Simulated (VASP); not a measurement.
Write the native input for VASP 6.6.1 that does the following.

| Quantity | Value |
| --- | --- |
| Task | single point |
| Functional | PBE |
| Potentials or basis | VASP PAW PBE potentials, release 64 (Al) |
| Cutoff | 520 eV |
| k mesh | 18 × 18 × 14 |
| Occupations | gaussian, width 0.1 eV |
| Spin | no spin polarisation |
| Dipole correction | no |
| Further INCAR settings | ALGO = Normal; EDIFF = 1e-06; NBANDS = 10 |

The structure of Al lies in POSCAR:

```
Al
1.0
    2.0814347745      2.0814347745      0.0000000000
   -2.0814347745      2.0814347745      0.0000000000
    0.0000000000      0.0000000000      3.8943450463
Al
2
Direct
    0.0000000000      0.0000000000      0.0000000000
    0.5000000000      0.5000000000      0.5000000000
```

This cell differs from its parent crystal: biaxial strain in the a-b plane: +3.0 %, then relaxed in part.

The input as run:

INCAR

```
SYSTEM = Al
  PREC = Accurate
  ENCUT = 520
  EDIFF = 1E-6
  ISMEAR = 0
  SIGMA = 0.1
  LREAL = .False.
  LASPH = .True.
  NELM = 100
  ALGO = Normal
  ISIF = 2
  LWAVE = .False.
  LCHARG = .True.
  GGA = PE
  LELF = .True.
  LVHAR = .True.
  NBANDS = 10
```

KPOINTS

```
Automatic mesh
0
Gamma
  18 18 14
  0 0 0
```

Potentials or basis: VASP PAW PBE potentials, release 64 (Al).

The run is started by

```bash
$ cat potpaw_PBE.64/Al/POTCAR > POTCAR
$ mpirun -np 1 vasp_std > vasp.out
```

It gave:

```json
{
 "Pressure": "-1.4 GPa",
 "Band gap on the k mesh": "zero (bands 3 and 4 overlap by 11.13 eV)"
}
```

Caveat: the cell differs from its parent crystal (biaxial strain in the a-b plane: +3.0 %, then relaxed in part).

It took 87 s on 1 thread of AMD EPYC 7R13, with other jobs on the host, peak memory 0.21 GiB.
